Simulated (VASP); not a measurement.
# Os (P6_3/mmc) in VASP: notebook, part 2 of 2

VASP 6.6.1.

### 4 Single point, RPBE (volume scaled by 1.04)

The input, INCAR:

```
ALGO = Normal
EDIFF = 1E-6
ENCUT = 520
GGA = RP
ISIF = 2
ISMEAR = -1
LASPH = True
LCHARG = False
LREAL = False
LWAVE = False
NBANDS = 24
NELM = 80
PREC = Accurate
SIGMA = 0.1
```

The input, KPOINTS:

```
k-points
0
Gamma
  15 15 4
```

The input, POSCAR:

```
Os
1.0
    2.7884665296      0.0000000000      0.0000000000
   -1.3942332648      2.4148828522      0.0000000000
    0.0000000000      0.0000000000      8.9505354599
Os
4
Direct
    0.0000000000      1.0000000000      0.0000000000
    0.0000000000      1.0000000000      0.5000000000
    0.3333333333      0.6666666667      0.2500000000
    0.6666666667      0.3333333333      0.7500000000
```

Potentials or basis: VASP PAW PBE potentials, release 64 (Os).

Run with:

```sh
$ cat potpaw_PBE.64/Os/POTCAR > POTCAR
$ mpirun -np 1 vasp_std > vasp.out
```

OUTCAR:

```text
EDIFF = 1E-6
   ENCUT = 520
   GGA = RP
   ISIF = 2
   ISMEAR = -1
   LASPH = True
   LREAL = False
   NELM = 80
   PREC = Accurate

 ion  position               nearest neighbor table
   1  0.000  0.000  0.000-   3 2.76   4 2.76   3 2.76   4 2.76   4 2.76   3 2.76
   2  0.000  0.000  0.500-   3 2.76   4 2.76   3 2.76   4 2.76   4 2.76   3 2.76
   3  0.333  0.667  0.250-   1 2.76   2 2.76   1 2.76   2 2.76   1 2.76   2 2.76
   4  0.667  0.333  0.750-   1 2.76   2 2.76   1 2.76   2 2.76   1 2.76   2 2.76

  LATTYP: Found a hexagonal cell.
[... 842 lines left out ...]
     24      14.6326      0.00000

 [... further k-points ...]
[... 5 lines left out ...]
  --------------------------------------------------------------------------------------
  -------------------------------------------------------------------------------------
  Total       -5.4355260     -5.4355260     -5.1466523      0.0000000      0.0000000      0.0000000
  in kB     -144.4912792   -144.4912792   -136.8122196      0.0000000      0.0000000      0.0000000
  external PRESSURE =    -141.9315927 kB  Pullay stress =       0.0000000 kB

 VOLUME and BASIS-vectors are now :
 -----------------------------------------------------------------------------
  energy-cutoff  :      520.00
  volume of cell :       60.27
      direct lattice vectors                 reciprocal lattice vectors
     2.788466530  0.000000000  0.000000000     0.358620048  0.207049381  0.000000000
    -1.394233265  2.414882852  0.000000000     0.000000000  0.414098762  0.000000000
     0.000000000  0.000000000  8.950535460     0.000000000  0.000000000  0.111725159

 POSITION                                       TOTAL-FORCE (eV/Angst)
 -----------------------------------------------------------------------------------
      0.00000      0.00000      0.00000         0.000000      0.000000      0.000000
      0.00000      0.00000      4.47527         0.000000      0.000000      0.000000
     -0.00000      1.60992      2.23763        -0.000000     -0.000000      0.000000
      1.39423      0.80496      6.71290         0.000000      0.000000     -0.000000
 -----------------------------------------------------------------------------------
    total drift:                               -0.000000      0.000000      0.000000

  FREE ENERGIE OF THE ION-ELECTRON SYSTEM (eV)
  ---------------------------------------------------
  free  energy   TOTEN  =       -41.9585187029 eV

  energy  without entropy=      -41.8371197586  energy(sigma->0) =      -41.89781923
```

stdout:

```text
POSCAR found type information on POSCAR Os
 POSCAR found :  1 types and       4 ions
 scaLAPACK will be used
 -----------------------------------------------------------------------------
|                                                                             |
|                                                                             |
|     You enforced a specific xc type in the INCAR file but a different       |
|     I HOPE YOU KNOW WHAT YOU ARE DOING!                                     |
|                                                                             |
 -----------------------------------------------------------------------------

 LDA part: xc-table for (Slater+PW92), standard interpolation
 POSCAR, INCAR and KPOINTS ok, starting setup
 FFT: planning ... GRIDC
 FFT: planning ... GRID_SOFT
 FFT: planning ... GRID
 WAVECAR not read
 entering main loop
```

Run time: 82 s. Hardware: 1 thread of AMD EPYC 9R45 (Zen 5), shared host; peak memory 0.21 GiB.

What came out:

```
Free energy            : -41.9585 eV
Pressure               : -14.2 GPa
Band gap on the k mesh : zero (band 16 reaches 10.33 eV, above the bottom of band 17 at 7.16 eV)
```

Stress tensor (GPa, compression positive):
```
-14.45   0.00   0.00
  0.00 -14.45   0.00
  0.00   0.00 -13.68
```

Caveat: the cell differs from its parent crystal (volume scaled by 1.04); the PAW data sets were made with another functional, which shifts forces and pressure a little; spin-orbit coupling is left out, which moves the levels of the heavy elements.

### 5 Single point, RPBE (volume scaled by 1.08)

The input, INCAR:

```
SYSTEM = Os
PREC = Accurate ; ENCUT = 520
EDIFF = 1E-6 ; ISMEAR = -1
SIGMA = 0.1 ; LREAL = .False.
LASPH = .True. ; NELM = 60
ALGO = Normal ; ISIF = 2
LWAVE = .False. ; LCHARG = .True.
GGA = RP ; LELF = .True.
LVHAR = .True. ; NBANDS = 24
```

The input, KPOINTS:

```
Automatic mesh
0
Gamma
  15 15 4
  0 0 0
```

The input, POSCAR:

```
Os
1.0
    2.8237673217      0.0000000000      0.0000000000
   -1.4118836609      2.4454542350      0.0000000000
    0.0000000000      0.0000000000      9.0638454059
Os
4
Direct
    0.0000000000      1.0000000000      0.0000000000
    0.0000000000      1.0000000000      0.5000000000
    0.3333333333      0.6666666667      0.2500000000
    0.6666666667      0.3333333333      0.7500000000
```

Potentials or basis: VASP PAW PBE potentials, release 64 (Os).

Run with:

```sh
$ cat potpaw_PBE.64/Os/POTCAR > POTCAR
$ mpirun -np 1 vasp_std > vasp.out
```

OUTCAR:

```text
SYSTEM = Os
   PREC = Accurate
   ENCUT = 520
   EDIFF = 1E-6
   ISMEAR = -1
   LREAL = .False.
   LASPH = .True.
   NELM = 60
   ISIF = 2
   GGA = RP

 ion  position               nearest neighbor table
   1  0.000  0.000  0.000-   3 2.79   4 2.79   4 2.79   3 2.79   4 2.79   3 2.79
   2  0.000  0.000  0.500-   3 2.79   4 2.79   4 2.79   3 2.79   4 2.79   3 2.79
   3  0.333  0.667  0.250-   1 2.79   2 2.79   1 2.79   2 2.79   1 2.79   2 2.79
   4  0.667  0.333  0.750-   1 2.79   2 2.79   1 2.79   2 2.79   1 2.79   2 2.79

  LATTYP: Found a hexagonal cell.
 ALAT       =     2.8237673217
 C/A-ratio  =     3.2098414541

  Lattice vectors:

 A1 = (   2.8237673217,   0.0000000000,   0.0000000000)
 A2 = (  -1.4118836609,   2.4454542350,   0.0000000000)
 A3 = (   0.0000000000,   0.0000000000,   9.0638454059)

Analysis of symmetry for initial positions (statically):
=====================================================================
 Subroutine PRICEL returns:
 Original cell was already a primitive cell.

 Routine SETGRP: Setting up the symmetry group for a
 hexagonal supercell.

 Subroutine GETGRP returns: Found 24 space group operations
 (whereof 12 operations were pure point group operations)
[... 166 lines left out ...]
  free energy    TOTEN  =       -41.67550730 eV

  energy without entropy =      -41.54658299  energy(sigma->0) =      -41.61104514

 E-fermi :   7.9050     XC(G=0): -13.3808

 val. band max:        7.8996301648   @ k =   0.0667   0.0667   0.2500
 cond. band min:       7.9201129659   @ k =   0.0000   0.0000   0.0000
 fundamental gap:      0.0204828011
 Fermi energy:         7.9049550464

 k-point     1 :       0.0000    0.0000    0.0000
  band No.  band energies     occupation
      1      -2.0029      2.00000
      2       0.1729      2.00000
      3       0.1732      2.00000
      4       1.1355      2.00000
      5       4.7565      2.00000
      6       4.7821      2.00000
[... 637 lines left out ...]
     23      13.6337      0.00000
     24      13.8311      0.00000

 [... further k-points ...]
[... 5 lines left out ...]
  --------------------------------------------------------------------------------------
  -------------------------------------------------------------------------------------
  Total       -9.7276400     -9.7276400     -9.6467338      0.0000000     -0.0000000      0.0000000
  in kB     -249.0101982   -249.0101982   -246.9391458      0.0000000     -0.0000000      0.0000000
  external PRESSURE =    -248.3198474 kB  Pullay stress =       0.0000000 kB

 VOLUME and BASIS-vectors are now :
 -----------------------------------------------------------------------------
  energy-cutoff  :      520.00
  volume of cell :       62.59
      direct lattice vectors                 reciprocal lattice vectors
     2.823767322  0.000000000  0.000000000     0.354136827  0.204460993  0.000000000
    -1.411883661  2.445454235  0.000000000     0.000000000  0.408921985  0.000000000
     0.000000000  0.000000000  9.063845406     0.000000000  0.000000000  0.110328448

 POSITION                                       TOTAL-FORCE (eV/Angst)
 -----------------------------------------------------------------------------------
      0.00000      0.00000      0.00000         0.000000      0.000000      0.000000
      0.00000      0.00000      4.53192         0.000000      0.000000      0.000000
     -0.00000      1.63030      2.26596        -0.000000      0.000000     -0.000000
      1.41188      0.81515      6.79788        -0.000000     -0.000000      0.000000
 -----------------------------------------------------------------------------------
    total drift:                               -0.000000      0.000000      0.000000

  FREE ENERGIE OF THE ION-ELECTRON SYSTEM (eV)
  ---------------------------------------------------
  free  energy   TOTEN  =       -41.6755072951 eV

  energy  without entropy=      -41.5465829931  energy(sigma->0) =      -41.61104514
```

Wall time 90 s (1 thread of AMD EPYC 9R45 (Zen 5), shared host); peak memory 0.21 GiB.

Results:

| Property | Result |
| --- | --- |
| Free energy | -41.6755 eV |
| Pressure | -24.8 GPa |
| Band gap on the k mesh | zero (band 16 reaches 9.68 eV, above the bottom of band 17 at 6.70 eV) |

Caveat: the cell differs from its parent crystal (volume scaled by 1.08); the PAW data sets were made with another functional, which shifts forces and pressure a little; spin-orbit coupling is left out, which moves the levels of the heavy elements.

### 6 Single point, RPBE (volume scaled by 1.12)

The input, INCAR:

```
SYSTEM = Os
PREC = Accurate
ENCUT = 520
EDIFF = 1E-6
ISMEAR = -1
SIGMA = 0.1
LREAL = .FALSE.
LASPH = .TRUE.
NELM = 60
ALGO = Normal
ISIF = 2
LWAVE = .FALSE.
LCHARG = .FALSE.
GGA = RP
NBANDS = 24
```

The input, KPOINTS:

```
regular mesh
0
G
  15 15 4
  0 0 0
```

The input, POSCAR:

```
Os
1.0
    2.8582069028      0.0000000000      0.0000000000
   -1.4291034514      2.4752797871      0.0000000000
    0.0000000000      0.0000000000      9.1743910008
Os
4
Direct
    0.0000000000      1.0000000000      0.0000000000
    0.0000000000      1.0000000000      0.5000000000
    0.3333333333      0.6666666667      0.2500000000
    0.6666666667      0.3333333333      0.7500000000
```

Potentials or basis: VASP PAW PBE potentials, release 64 (Os).

Run with:

```sh
$ cat potpaw_PBE.64/Os/POTCAR > POTCAR
$ mpirun -np 1 vasp_std > vasp.out
```

Wall time 85 s (1 thread of AMD EPYC 9R45 (Zen 5), shared host); peak memory 0.22 GiB.

It converged, with:

```
Free energy            : -41.2562 eV
Pressure               : -33.1 GPa
Band gap on the k mesh : zero (band 16 reaches 9.08 eV, above the bottom of band 17 at 6.27 eV)
```

Stress tensor (GPa, compression positive):
```
-33.04   0.00   0.00
  0.00 -33.04   0.00
  0.00   0.00 -33.29
```

Levels at points of the mesh, in eV from the Fermi level:
| k point | band 12 | band 13 | band 14 | band 15 | band 16 | band 17 | band 18 | band 19 | band 20 | band 21 |
| --- | --- | --- | --- | --- | --- | --- | --- | --- | --- | --- |
| (0.00, 0.00, 0.00) | -2.10 | -2.10 | -1.99 | -1.99 | -0.69 | -0.69 | -0.04 | 0.01 | 0.01 | 0.70 |
| (0.00, 0.00, 0.50) | -2.28 | -2.28 | -2.28 | -1.70 | -1.70 | -0.29 | -0.29 | -0.29 | -0.29 | 1.21 |

Caveat: the cell differs from its parent crystal (volume scaled by 1.12); the PAW data sets were made with another functional, which shifts forces and pressure a little; spin-orbit coupling is left out, which moves the levels of the heavy elements.

### 7 Single point, RPBE

This run uses another cell than the first one, of 14.49 Å³/atom, 1.042 times its volume.

The input, INCAR:

```
ALGO     = Normal         # electronic algorithm
EDIFF    = 1E-7           # SCF threshold, eV
ENCUT    = 520            # plane-wave cutoff, eV
GGA      = RP             # functional
ISIF     = 2              # what is computed and relaxed
ISMEAR   = -1             # smearing method
LASPH    = True           # aspherical terms in the spheres
LCHARG   = False          # write CHGCAR
LREAL    = False          # projectors in reciprocal space
LWAVE    = False          # write WAVECAR
NBANDS   = 24             # bands
NELM     = 100            # most SCF steps
PREC     = Accurate       # precision mode
SIGMA    = 0.1            # smearing width, eV
```

The input, KPOINTS:

```
k-points
0
Gamma
  17 17 5
```

The input, POSCAR:

```
Os
1.0
    2.7522485791      0.0000000000      0.0000000000
   -1.3761242896      2.3835171870      0.0000000000
    0.0000000000      0.0000000000      8.8342815811
Os
4
Direct
    0.0000000000      1.0000000000      0.0000000000
    0.0000000000      1.0000000000      0.5000000000
    0.3333333333      0.6666666667      0.2500000000
    0.6666666667      0.3333333333      0.7500000000
```

Run with:

```sh
$ cat potpaw_PBE.64/Os/POTCAR > POTCAR
$ mpirun -np 1 vasp_std > vasp.out
```

Wall time 87 s (1 thread of AMD EPYC 9R45 (Zen 5), shared host); peak memory 0.21 GiB.

The run converged. Its results:

```
Free energy            : -42.0610 eV
Pressure               : -0.6 GPa
Band gap on the k mesh : zero (band 16 reaches 11.08 eV, above the bottom of band 17 at 7.54 eV)
```

Stress tensor (GPa, compression positive):
```
-0.68  0.00  0.00
 0.00 -0.68  0.00
 0.00  0.00 -0.30
```

Levels at points of the mesh, in eV from the Fermi level:
```tsv
k point	band 13	band 14	band 15	band 16	band 17	band 18
(0.00, 0.00, 0.00)	-2.47	-2.34	-2.34	-0.79	-0.79	-0.12
```

Caveat: the PAW data sets were made with another functional, which shifts forces and pressure a little; spin-orbit coupling is left out, which moves the levels of the heavy elements.

### 8 Summary

| cell | k mesh | gap on the mesh (eV) | pressure (GPa) |
| --- | --- | --- | --- |
| a = 2.715, b = 2.715, c = 8.715 Å, angles 90.0, 90.0, 120.0°, 4 atoms | 15 × 15 × 4 | none | 16.6 |
| a = 2.752, b = 2.752, c = 8.834 Å, angles 90.0, 90.0, 120.0°, 4 atoms | 15 × 15 × 4 | none | -0.6 |
| a = 2.788, b = 2.788, c = 8.951 Å, angles 90.0, 90.0, 120.0°, 4 atoms | 15 × 15 × 4 | none | -14.2 |
| a = 2.824, b = 2.824, c = 9.064 Å, angles 90.0, 90.0, 120.0°, 4 atoms | 15 × 15 × 4 | none | -24.8 |
| a = 2.858, b = 2.858, c = 9.174 Å, angles 90.0, 90.0, 120.0°, 4 atoms | 15 × 15 × 4 | none | -33.1 |
| a = 2.752, b = 2.752, c = 8.834 Å, angles 90.0, 90.0, 120.0°, 4 atoms | 17 × 17 × 5 | none | -0.6 |

Alike in all rows: task single point; level RPBE; potentials or basis VASP PAW PBE potentials, release 64 (Os); no spin polarisation; cutoff (eV) 520; smearing fermi-dirac 0.1 eV.

Caveats: the PAW data sets were made with another functional, which shifts forces and pressure a little; spin-orbit coupling is left out, which moves the levels of the heavy elements.

Absolute energies hang on the potentials; compare differences alone.
